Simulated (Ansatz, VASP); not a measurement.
# SiC4 in VASP and in Ansatz

File INCAR:

```
SYSTEM = SiC4
ALGO = Normal ; EDIFF = 1E-7
ENCUT = 520 ; GGA = PE
ISIF = 2 ; ISMEAR = 0
LASPH = .TRUE. ; LCHARG = .FALSE.
LREAL = .FALSE. ; LWAVE = .FALSE.
NBANDS = 31 ; NELM = 80
PREC = Accurate ; SIGMA = 0.1
```

File KPOINTS:

```
k-points
0
G
  18 18 2
  0 0 0
```

POSCAR

```
SiC4
1.0
    2.4699090035      0.0000000000      0.0000000000
   -1.2349545017      2.1390039421      0.0000000000
    0.0000000000      0.0000000000     26.7163133855
Si C
2 8
Direct
    0.3333333333      0.6666666667      0.7500000000
    0.6666666667      0.3333333333      0.2500000000
    0.3333333333      0.6666666667      0.9176311866
    0.3333333333      0.6666666667      0.0823670911
    0.3333333333      0.6666666667      0.4176329089
    0.3333333333      0.6666666667      0.5823688134
    0.6666666667      0.3333333333      0.5823670911
    0.6666666667      0.3333333333      0.9176329089
    0.6666666667      0.3333333333      0.0823688134
    0.6666666667      0.3333333333      0.4176311866
```

Input for Ansatz:

```yaml
crystal:
  lattice:
    - [2.4699090035, 0.0, 0.0]
    - [-1.2349545017, 2.1390039421, 0.0]
    - [0.0, 0.0, 26.7163133855]
  atoms:
    - { symbol: Si, position: [0.3333333333, 0.6666666667, 0.75] }
    - { symbol: Si, position: [0.6666666667, 0.3333333333, 0.25] }
    - { symbol: C, position: [0.3333333333, 0.6666666667, 0.9176311866] }
    - { symbol: C, position: [0.3333333333, 0.6666666667, 0.0823670911] }
    - { symbol: C, position: [0.3333333333, 0.6666666667, 0.4176329089] }
    - { symbol: C, position: [0.3333333333, 0.6666666667, 0.5823688134] }
    - { symbol: C, position: [0.6666666667, 0.3333333333, 0.5823670911] }
    - { symbol: C, position: [0.6666666667, 0.3333333333, 0.9176329089] }
    - { symbol: C, position: [0.6666666667, 0.3333333333, 0.0823688134] }
    - { symbol: C, position: [0.6666666667, 0.3333333333, 0.4176311866] }
basis:
  ecutwfc: 420
kpoints:
  mp_grid: { grid: [18, 18, 2] }
  band_path:
    path:
      - [[0.0, 0.0, 0.0], [0.5, 0.0, 0.0], [0.33333333, 0.33333333, 0.0], [0.0, 0.0, 0.0], [0.0, 0.0, 0.5], [0.5, 0.0, 0.5], [0.33333333, 0.33333333, 0.5], [0.0, 0.0, 0.5]]
      - [[0.5, 0.0, 0.5], [0.5, 0.0, 0.0]]
      - [[0.33333333, 0.33333333, 0.5], [0.33333333, 0.33333333, 0.0]]
    npoints: 14
hamiltonian:
  xc: pbe
scf:
  occupations: { method: gaussian, width: 0.1 }
  n_extra_bands: 25
output:
  forces: true
  stress: true
  eigenvalues: true
  populations: true
  dos: { projected: true, de: 0.02, nscf_kmesh: { grid: [22, 22, 3] } }
  bader: true
  write_density: true
  write_potential: true
  elf: true
  volumetric_format: npy
```

Alike in both runs: task single point; functional PBE; k mesh 18 × 18 × 2; occupations gaussian, width 0.1 eV; no spin polarisation.

```csv
,VASP,Ansatz
version,VASP 6.6.1,Ansatz 0.2.0
potentials or method,"VASP PAW PBE potentials, release 64 (Si, C), cutoff 520 eV","scalar-relativistic, plane waves, PAW"
valence electrons in the cell,40,40
```

Ansatz gave:

| Item | Value |
| --- | --- |
| gap on the k mesh at the Fermi level (eV) | none |
| pressure (GPa) | 0.0 |
| traceless stress, the component that is largest in VASP (GPa) | 0.03 |

Problem. Which values does VASP return?

Solution. gap on the k mesh at the Fermi level (eV): none; pressure (GPa): 0.2; traceless stress, the component that is largest in VASP (GPa): -0.22.

A gap of «none» marks a metal or a gap that the smearing closes. The functional is the same, so the differences come from potentials, cutoffs and numerics.
